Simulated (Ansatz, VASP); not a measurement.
**Mo in VASP and in Ansatz**

```
Mo
1.0
    -1.56551    1.56551    1.56551
     1.56551   -1.56551    1.56551
     1.56551    1.56551   -1.56551
Mo
1
Direct
  0.00000 0.00000 0.00000
```

Alike in both runs: functional PBE; dispersion D3(BJ); k mesh 17 × 17 × 17; occupations gaussian, width 0.15 eV; no spin polarisation.

Ansatz relaxed the structure, and its values are those at the end. VASP's run is a single point on that final structure, the one shown.

|  | VASP | Ansatz |
| --- | --- | --- |
| version | VASP 6.6.1 | Ansatz 0.2.0 |
| potentials or method | VASP PAW PBE potentials, release 64 (Mo_sv), cutoff 500 eV | plane waves, PAW |
| valence electrons in the cell | 14 | 14 |

```tsv
	VASP	Ansatz	Ansatz less VASP
pressure (GPa)	0.6	0.0	-0.61
```

Ansatz's warnings: stress scf threshold loose.
